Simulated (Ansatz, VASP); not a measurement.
**Two plane-wave programs on CuI**

```
CELL_PARAMETERS angstrom
0.00000 3.03876 3.03876
3.03876 0.00000 3.03876
3.03876 3.03876 0.00000
ATOMIC_POSITIONS crystal
Cu 0.00000 0.00000 0.00000
I 0.25000 0.25000 0.25000
```

Alike in both runs: functional PBE; k mesh 8 × 8 × 8; occupations gaussian, width 0.02 eV; no spin polarisation.

Ansatz relaxed the structure, and its values are those at the end. VASP's run is a single point on that final structure, the one shown.

```csv
,VASP,Ansatz
version,VASP 6.6.1,Ansatz 0.2.0
potentials or method,"VASP PAW PBE potentials, release 64 (Cu, I), cutoff 600 eV","scalar-relativistic, plane waves, PAW"
valence electrons in the cell,18,36
```

|  | VASP | Ansatz | Ansatz less VASP |
| --- | --- | --- | --- |
| gap on the k mesh at the Fermi level (eV) | 1.12 | 1.10 | -0.025 |
| least direct gap on the mesh (eV) | 1.12 | 1.10 | -0.025 |
| pressure (GPa) | 0.0 | 0.0 | -0.01 |

VASP's potentials hold 18 valence electrons a cell and Ansatz's 36, so a difference there can come from the potentials and not from the codes.

Spin-orbit coupling is off throughout.
